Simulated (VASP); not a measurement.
The system is AgBr.

```
Ag Br
1.0
     0.00000    2.81156    2.81156
     2.81156    0.00000    2.81156
     2.81156    2.81156    0.00000
Ag Br
1 1
Direct
  0.00000 0.00000 0.00000
  0.50000 0.50000 0.50000
```

This cell differs from its parent crystal: volume scaled by 0.94.

Base run:

| Quantity | Value |
| --- | --- |
| Program | VASP 6.6.1 |
| Functional | PBEsol |
| Potentials or basis | VASP PAW PBE potentials, release 64 (Ag, Br) |
| Cutoff | 500 eV |
| k mesh | 8 × 8 × 8 |
| Occupations | fermi-dirac, width 0.05 eV |
| Spin | no spin polarisation |

Its results: band gap on the k mesh 0.50 eV, indirect (least direct gap 2.68 eV); pressure 1.5 GPa.

**Question.** The run is repeated on the same cell with these changes: functional from PBEsol to SVWN5. What comes out?

**Answer.** Band gap on the k mesh 0.38 eV, indirect (least direct gap 2.54 eV); pressure -1.3 GPa.

SVWN5 binds more tightly than PBEsol, so the same cell stands under less pressure.

Caveats: the PAW data sets were made with another functional, which shifts forces and pressure a little.

A k mesh can miss the band edges.
